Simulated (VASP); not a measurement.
Here is a VASP 6.6.1 calculation.

The input POSCAR:

```
BN
1.0
    0.0000000000      1.8048254650      1.8048254650
    1.8048254650      0.0000000000      1.8048254650
    1.8048254650      1.8048254650      0.0000000000
B N
1 1
Direct
    0.0000000000      0.0000000000      0.0000000000
    0.2500000000      0.2500000000      0.2500000000
```

The input INCAR.step1:

```
  PREC = Accurate
  ENCUT = 520
  EDIFF = 1E-5
  ISMEAR = 0
  SIGMA = 0.01
  LREAL = False
  LASPH = True
  NELM = 60
  ALGO = Normal
  ISIF = 2
  LWAVE = True
  LCHARG = False
  GGA = PE
  NBANDS = 11
```

File INCAR.step2:

```
  PREC = Accurate
  ENCUT = 520
  EDIFF = 1E-6
  ISMEAR = 0
  SIGMA = 0.01
  LREAL = False
  LASPH = True
  NELM = 60
  ALGO = Normal
  ISIF = 2
  LWAVE = False
  LCHARG = False
  GGA = PE
  LHFCALC = True
  HFSCREEN = 0.2079
  PRECFOCK = Normal
  ISTART = 1
  NBANDS = 11
```

File KPOINTS:

```
regular mesh
0
Gamma
  8 8 8
```

Potentials or basis: VASP PAW PBE potentials, release 64 (B, N).

Launch:

```sh
$ cat potpaw_PBE.64/B/POTCAR potpaw_PBE.64/N/POTCAR > POTCAR
$ cp INCAR.step1 INCAR
$ mpirun -np 1 vasp_std > vasp.out
$ cp INCAR.step2 INCAR
$ mpirun -np 1 vasp_std > vasp.out
```

(1) What does it give for the pressure?

(2) What does it give for the band gap on the k mesh?

## Answers

(1) -3.9 GPa.

(2) 5.78 eV (least direct gap 10.57 eV).

Caveat: the cell stands under tension; the PAW data sets were made with another functional, which shifts forces and pressure a little.
